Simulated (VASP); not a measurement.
Input of a VASP 6.6.1 run:

The input INCAR:

```
ALGO = Normal ; EDIFF = 1E-7
ENCUT = 520 ; GGA = PE
ISIF = 2 ; ISMEAR = 0
LASPH = T ; LCHARG = T
LELF = T ; LREAL = F
LVHAR = T ; LWAVE = F
NBANDS = 13 ; NELM = 80
PREC = Accurate ; SIGMA = 0.1
```

File KPOINTS:

```
k-points
0
Gamma
  15 15 14
```

Contents of POSCAR:

```
Sn
1.0
    3.1358608024      0.0000000000      0.0000000000
   -1.5679304013      2.7157351176      0.0000000000
    0.0000000000      0.0000000000      2.9513519155
Sn
1
Direct
    0.0000000000      0.0000000000      0.0000000000
```

Potentials or basis: VASP PAW PBE potentials, release 64 (Sn_d).

Launch:

```sh
$ cat potpaw_PBE.64/Sn_d/POTCAR > POTCAR
$ mpirun -np 1 vasp_std > vasp.out
```

Question: Predict the band gap on the k mesh.

Answer: Zero (bands 7 and 8 overlap by 8.87 eV).

Question: Estimate the pressure.

Answer: 7.6 GPa.

Stress tensor (GPa, compression positive):
```
7.66 0.00 0.00
0.00 7.66 0.00
0.00 0.00 7.45
```

Caveat: the cell differs from its parent crystal (Si replaced by Sn, lengths x 1.151, strained); the cell stands under pressure; spin-orbit coupling is left out, which moves the levels of the heavy elements.
